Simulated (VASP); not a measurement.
Here is a VASP 6.6.1 calculation.

Contents of INCAR:

```
PREC = Accurate
ENCUT = 520
EDIFF = 1E-6
ISMEAR = 0
SIGMA = 0.01
LREAL = False
LASPH = True
NELM = 100
ALGO = Normal
ISIF = 2
LWAVE = False
LCHARG = False
NBANDS = 16
```

File KPOINTS:

```
regular mesh
0
Gamma
  6 6 6
```

Contents of POSCAR:

```
CdTe
1.0
    3.2050000000      3.2050000000      0.0000000000
   -3.2050000000      3.2050000000      0.0000000000
    0.0000000000      3.2050000000      3.2050000000
Cd Te
1 1
Direct
    0.0000000000      0.0000000000      0.0000000000
    0.7500000000      0.2500000000      0.5000000000
```

Potentials or basis: VASP PAW LDA potentials, release 64 (Cd, Te).

Command:

```console
$ cat potpaw_LDA.64/Cd/POTCAR potpaw_LDA.64/Te/POTCAR > POTCAR
$ mpirun -np 1 vasp_std > vasp.out
```

(1) What does it give for the band gap on the k mesh?

(2) Predict the pressure.

## Answers

(1) 0.65 eV, direct.

(2) 0.3 GPa.

Caveat: spin-orbit coupling is left out, which moves the levels of the heavy elements.
